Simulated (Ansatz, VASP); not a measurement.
**SnO in VASP and in Ansatz**

Contents of INCAR:

```
SYSTEM = SnO
ALGO = Normal ; EDIFF = 1E-6
ENCUT = 600 ; GGA = CA
GGA_COMPAT = .False. ; ISIF = 2
ISMEAR = -1 ; LASPH = .True.
LCHARG = .True. ; LELF = .True.
LREAL = .False. ; LVHAR = .True.
LWAVE = .False. ; NBANDS = 28
NELM = 120 ; PREC = Accurate
SIGMA = 0.05
```

File KPOINTS:

```
k-points
0
Gamma
  7 7 6
  0 0 0
```

File POSCAR:

```
SnO
1.0
    3.8389522158      0.0000000000      0.0000000000
    0.0000000000      3.8389522158      0.0000000000
    0.0000000000      0.0000000000      4.9192779074
Sn O
2 2
Direct
    0.5000000000      0.0000000000      0.7646261400
    0.0000000000      0.5000000000      0.2353738600
    0.0000000000      0.0000000000      0.0000000000
    0.5000000000      0.5000000000      0.0000000000
```

input.yaml

```yaml
crystal:
  lattice:
    - [3.8389522158, 0.0, 0.0]
    - [0.0, 3.8389522158, 0.0]
    - [0.0, 0.0, 4.9192779074]
  atoms:
    - { symbol: Sn, position: [0.5, 0.0, 0.76462614] }
    - { symbol: Sn, position: [0.0, 0.5, 0.23537386] }
    - { symbol: O, position: [0.0, 0.0, 0.0] }
    - { symbol: O, position: [0.5, 0.5, 0.0] }
kpoints:
  mp_grid: { grid: [7, 7, 6] }
scf:
  occupations: { method: fermi_dirac, width: 0.05 }
hamiltonian:
  xc: lda
  pseudopotentials: { kind: all_electron, lapw: { basis_error: 0.002 } }
output:
  forces: true
  stress: true
  eigenvalues: true
```

Change from the starting cell: volume scaled by 1.02.

Alike in both runs: task single point; functional LDA; k mesh 7 × 7 × 6; occupations fermi-dirac, width 0.05 eV; no spin polarisation.

|  | VASP | Ansatz |
| --- | --- | --- |
| version | VASP 6.6.1 | Ansatz 0.2.0 |
| potentials or method | VASP PAW LDA potentials, release 64 (Sn_d, O), cutoff 600 eV | all-electron LAPW, scalar-relativistic |

VASP gave:

| Quantity | Value |
| --- | --- |
| gap on the k mesh at the Fermi level (eV) | 0.50 |
| least direct gap on the mesh (eV) | 1.97 |
| pressure (GPa) | -4.8 |
| traceless stress, the component that is largest in VASP (GPa) | 0.63 |
| rms of the force components (eV/Å) | 0.161 |

Problem. What did Ansatz give for the same quantities?

Solution. gap on the k mesh at the Fermi level (eV): 0.52; least direct gap on the mesh (eV): 2.01; pressure (GPa): -5.0; traceless stress, the component that is largest in VASP (GPa): 0.62; rms of the force components (eV/Å): 0.201.

LDA's correlation is that of Perdew and Zunger in VASP and of Perdew and Wang (1992) in Ansatz. Atom by atom the forces differ by 0.041 eV/Å (rms over components). Ansatz ran all-electron here, and VASP with PAW potentials.
